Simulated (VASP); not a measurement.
# PbS (rock salt) (Fm-3m) in VASP: further runs, part 2 of 2

VASP 6.6.1. The steps go on from the part before.

## 5. Single point, PBE (volume scaled by 0.93)

The input, INCAR:

```
PREC = Accurate
ENCUT = 500
EDIFF = 1E-6
ISMEAR = 0
SIGMA = 0.03
LREAL = False
LASPH = True
NELM = 120
ALGO = Normal
ISIF = 2
LWAVE = False
LCHARG = True
GGA = PE
LELF = True
LVHAR = True
NBANDS = 17
GGA_COMPAT = False
```

The input, KPOINTS:

```
Automatic mesh
0
Gamma
  12 12 12
```

The input, POSCAR:

```
PbS
1.0
    0.0000000000      2.8970648228      2.8970648228
    2.8970648228      0.0000000000      2.8970648228
    2.8970648228      2.8970648228      0.0000000000
Pb S
1 1
Direct
    0.0000000000      0.0000000000      0.0000000000
    0.5000000000      0.5000000000      0.5000000000
```

Potentials or basis: VASP PAW PBE potentials, release 64 (Pb_d, S).

Launch:

```sh
> cat potpaw_PBE.64/Pb_d/POTCAR potpaw_PBE.64/S/POTCAR > POTCAR
> mpirun -np 1 vasp_std > vasp.out
```

OUTCAR:

```text
PREC = Accurate
   ENCUT = 500
   EDIFF = 1E-6
   ISMEAR = 0
   LREAL = False
   LASPH = True
   NELM = 120
   ISIF = 2
   GGA = PE

 ion  position               nearest neighbor table
   1  0.000  0.000  0.000-   2 2.90   2 2.90   2 2.90   2 2.90   2 2.90   2 2.90
   2  0.500  0.500  0.500-   1 2.90   1 2.90   1 2.90   1 2.90   1 2.90   1 2.90

  LATTYP: Found a face centered cubic cell.
 ALAT       =     5.7941296456

  Lattice vectors:

 A1 = (   0.0000000000,   2.8970648228,   2.8970648228)
 A2 = (   2.8970648228,   0.0000000000,   2.8970648228)
 A3 = (   2.8970648228,   2.8970648228,   0.0000000000)

Analysis of symmetry for initial positions (statically):
=====================================================================
 Subroutine PRICEL returns:
 Original cell was already a primitive cell.

 Routine SETGRP: Setting up the symmetry group for a
 face centered cubic supercell.

 Subroutine GETGRP returns: Found 48 space group operations
 (whereof 48 operations were pure point group operations)
 out of a pool of 48 trial point group operations.

The static configuration has the point symmetry O_h .

Analysis of symmetry for dynamics (positions and initial velocities):
=====================================================================
 Subroutine PRICEL returns:
 Original cell was already a primitive cell.

 Routine SETGRP: Setting up the symmetry group for a
 face centered cubic supercell.

 Subroutine GETGRP returns: Found 48 space group operations
 (whereof 48 operations were pure point group operations)
 out of a pool of 48 trial point group operations.

The dynamic configuration has the point symmetry O_h .

 Subroutine INISYM returns: Found 48 space group operations
 (whereof 48 operations are pure point group operations),
 and found     1 'primitive' translations

----------------------------------------------------------------------------------------

                                     Primitive cell

  volume of cell :      48.6300

  direct lattice vectors                    reciprocal lattice vectors
     0.000000000  2.897064823  2.897064823    -0.172588475  0.172588475  0.172588475
     2.897064823  0.000000000  2.897064823     0.172588475 -0.172588475  0.172588475
     2.897064823  2.897064823  0.000000000     0.172588475  0.172588475 -0.172588475

  length of vectors
     4.097068363  4.097068363  4.097068363     0.298932008  0.298932008  0.298932008

  position of ions in fractional coordinates (direct lattice)
     0.000000000  0.000000000  0.000000000
     0.500000000  0.500000000  0.500000000

  ion indices of the primitive-cell ions
   primitive index   ion index
                 1           1
                 2           2

----------------------------------------------------------------------------------------

 KPOINTS: Automatic mesh

Automatic generation of k-mesh.
 Grid dimensions read from file:
 generate k-points for:   12   12   12

 Generating k-lattice:

  Cartesian coordinates                     Fractional coordinates (reciprocal lattice)
    -0.014382373  0.014382373  0.014382373     0.083333333  0.000000000  0.000000000
     0.014382373 -0.014382373  0.014382373     0.000000000  0.083333333  0.000000000
     0.014382373  0.014382373 -0.014382373     0.000000000  0.000000000  0.083333333

  Length of vectors
     0.024911001  0.024911001  0.024911001

  Shift w.r.t. Gamma in fractional coordinates (k-lattice)
     0.000000000  0.000000000  0.000000000

 Subroutine IBZKPT returns following result:
 ===========================================

 Found     72 irreducible k-points:

 Following reciprocal coordinates:
            Coordinates               Weight
  0.000000  0.000000  0.000000      1.000000
  0.083333  0.000000  0.000000      8.000000
  0.166667  0.000000  0.000000      8.000000
  0.250000  0.000000  0.000000      8.000000
  0.333333  0.000000  0.000000      8.000000
  0.416667  0.000000  0.000000      8.000000
[... 16 lines left out ...]
  0.500000  0.166667  0.000000     24.000000
 -0.416667  0.166667  0.000000     24.000000
 [... further k-points ...]
   k-points           NKPTS =     72   k-points in BZ     NKDIM =     72   number of bands    NBANDS=     17
   number of dos      NEDOS =    301   number of ions     NIONS =      2
   total plane-waves  NPLWV =  27000
   dimension x,y,z NGX =    30 NGY =   30 NGZ =   30
   dimension x,y,z NGXF=    60 NGYF=   60 NGZF=   60
   ions per type =               1   1
   NGX,Y,Z   is equivalent  to a cutoff of  12.17, 12.17, 12.17 a.u.
   NGXF,Y,Z  is equivalent  to a cutoff of  24.35, 24.35, 24.35 a.u.
 SYSTEM =  unknown system
   PREC   = accura    normal or accurate (medium, high low for compatibility)
   ISTART =      0    job   : 0-new  1-cont  2-samecut
   ICHARG =      2    charge: 1-file 2-atom 10-const
   ISPIN  =      1    spin polarized calculation?
   LNONCOLLINEAR =      F non collinear calculations
   LSORBIT =      F    spin-orbit coupling
   LASPH  =      T    aspherical Exc in radial PAW
   ENCUT  =  500.0 eV  36.75 Ry    6.06 a.u.   7.47  7.47  7.47*2*pi/ulx,y,z
   NELM   =    120;   NELMIN=  2; NELMDL= -5     # of ELM steps
   EDIFF  = 0.1E-05   stopping-criterion for ELM
   LREAL  =      F    real-space projection
   EDIFFG = 0.1E-04   stopping-criterion for IOM
   NSW    =      0    number of steps for IOM
   IBRION =     -1    ionic relax: 0-MD 1-quasi-New 2-CG
   NFREE  =      0    steps in history (QN), initial steepest desc. (CG)
   ISIF   =      2    stress and relaxation
   ISYM   =      2    0-nonsym 1-usesym 2-fastsym
   POTIM  = 0.5000    time-step for ionic-motion
   TEBEG  =    0.0;   TEEND  =   0.0 temperature during run
   PSTRESS=    0.0 pullay stress
   NELECT =      20.0000    total number of electrons
   NUPDOWN=      -1.0000    fix difference up-down
   EMIN   =  10.00;   EMAX   =-10.00  energy-range for DOS
   EFERMI =   0.00;   METHOD = LEGACY
   ISMEAR =     0;   SIGMA  =   0.03  broadening in eV -4-tet -1-fermi 0-gaus
   EFERMI_NEDOS =   21; number of points for ismear=-14 and -15
   IALGO  =     38    algorithm
   IMIX   =      4    mixing-type and parameters
     AMIX     =   0.40;   BMIX     =  1.00
     AMIX_MAG =   1.60;   BMIX_MAG =  1.00
  volume/ion in A,a.u.               =      24.32       164.09
  Fermi-wavevector in a.u.,A,eV,Ry     =   1.217447  2.300641 20.166235  1.482176
  Thomas-Fermi vector in A             =   2.352767
   LORBIT       =      0    0 simple, 1 ext, 2 COOP (PROOUT), +10 PAW based schemes
   GGA     = PE    functional components
   LHFCALC =     F    Hartree Fock is set to
   AEXX    =    0.0000 exact exchange contribution
   IVDW    =     0    specifies the selected vdW correction
   LEPSILON=     F    determine dielectric tensor
   LRPA    =     F    only Hartree local field effects (RPA)
 non-spin polarized calculation
 Gauss-broadening in eV      SIGMA  =   0.03
  energy-cutoff  :      500.00
  volume of cell :       48.63
 maximum number of plane-waves:      1258
 NGX is ok and might be reduce to    30
   NGX = 15   NGY = 15   NGZ = 15

 number of electron      19.9999992 magnetization

 Free energy of the ion-electron system (eV)
  ---------------------------------------------------
  ext. energy  EPLUGINS =         0.00000000
  ---------------------------------------------------
  free energy    TOTEN  =        -8.65326631 eV

  energy without entropy =       -8.65325050  energy(sigma->0) =       -8.65325840

 E-fermi :   6.9197     XC(G=0): -10.0174

 val. band max:        6.8817818682   @ k =   0.5000   0.0000   0.0000
 cond. band min:       6.9576823976   @ k =   0.5000   0.0000   0.0000
 fundamental gap:      0.0759005294
 Fermi energy:         6.9197321309

 k-point     1 :       0.0000    0.0000    0.0000
  band No.  band energies     occupation
      1     -10.1737      2.00000
      2     -10.1737      2.00000
      3     -10.1737      2.00000
      4     -10.1593      2.00000
      5     -10.1593      2.00000
      6      -7.4797      2.00000
[... 9 lines left out ...]
     16      13.3231      0.00000
     17      15.2173      0.00000

 k-point     2 :       0.0833    0.0000    0.0000
  band No.  band energies     occupation
      1     -10.1734      2.00000
      2     -10.1716      2.00000
      3     -10.1716      2.00000
      4     -10.1603      2.00000
      5     -10.1603      2.00000
      6      -7.4132      2.00000
[... 9 lines left out ...]
     16      13.5337      0.00000
     17      15.8905      0.00000
[... 421 lines left out ...]
 k-point    24 :      -0.4167    0.1667    0.0000
  band No.  band energies     occupation
      1     -10.2367      2.00000
      2     -10.1885      2.00000
      3     -10.1620      2.00000
      4     -10.1280      2.00000
      5     -10.1136      2.00000
      6      -5.8885      2.00000
[... 9 lines left out ...]
     16      16.2476      0.00000
     17      18.3284      0.00000

 [... further k-points ...]
[... 5 lines left out ...]
  --------------------------------------------------------------------------------------
  -------------------------------------------------------------------------------------
  Total        2.1896759      2.1896759      2.1896759      0.0000000      0.0000000     -0.0000000
  in kB       72.1416025     72.1416025     72.1416025      0.0000000      0.0000000     -0.0000000
  external PRESSURE =      72.1416025 kB  Pullay stress =       0.0000000 kB

 VOLUME and BASIS-vectors are now :
 -----------------------------------------------------------------------------
  energy-cutoff  :      500.00
  volume of cell :       48.63
      direct lattice vectors                 reciprocal lattice vectors
     0.000000000  2.897064823  2.897064823    -0.172588475  0.172588475  0.172588475
     2.897064823  0.000000000  2.897064823     0.172588475 -0.172588475  0.172588475
     2.897064823  2.897064823  0.000000000     0.172588475  0.172588475 -0.172588475

 POSITION                                       TOTAL-FORCE (eV/Angst)
 -----------------------------------------------------------------------------------
      0.00000      0.00000      0.00000        -0.000000      0.000000      0.000000
      2.89706      2.89706      2.89706         0.000000     -0.000000     -0.000000
 -----------------------------------------------------------------------------------
    total drift:                               -0.000000      0.000000      0.000000

  FREE ENERGIE OF THE ION-ELECTRON SYSTEM (eV)
  ---------------------------------------------------
  free  energy   TOTEN  =        -8.6532663133 eV

  energy  without entropy=       -8.6532504966  energy(sigma->0) =       -8.65325840
```

stdout:

```text
POSCAR found type information on POSCAR PbS
 POSCAR found :  2 types and       2 ions
 scaLAPACK will be used
 LDA part: xc-table for (Slater+PW92), standard interpolation
 POSCAR, INCAR and KPOINTS ok, starting setup
 FFT: planning ... GRIDC
 FFT: planning ... GRID_SOFT
 FFT: planning ... GRID
 WAVECAR not read
 entering main loop
```

Wall time 85 s (1 thread of AMD EPYC 7R13, shared host); peak memory 0.17 GiB.

Results:

```yaml
Free_energy: -8.6533 eV
Pressure: 7.2 GPa
Band_gap_on_the_k_mesh: 0.08 eV, direct
```

Caveat: spin-orbit coupling is left out, which moves the levels of the heavy elements.

## 6. The runs side by side

| cell | gap on the mesh (eV) | pressure (GPa) |
| --- | --- | --- |
| a = 3.897 Å, angles 60.0°, 2 atoms | 0.46 | 23.6 |
| a = 3.976 Å, angles 60.0°, 2 atoms | 0.38 | 15.9 |
| a = 4.037 Å, angles 60.0°, 2 atoms | 0.13 | 11.1 |
| a = 4.097 Å, angles 60.0°, 2 atoms | 0.08 | 7.2 |

Alike in all rows: task single point; level PBE; potentials or basis VASP PAW PBE potentials, release 64 (Pb_d, S); no spin polarisation; k mesh 12 × 12 × 12; cutoff (eV) 500; smearing gaussian 0.03 eV.

Caveats: spin-orbit coupling is left out, which moves the levels of the heavy elements.

Absolute energies hang on the potentials; compare differences alone.
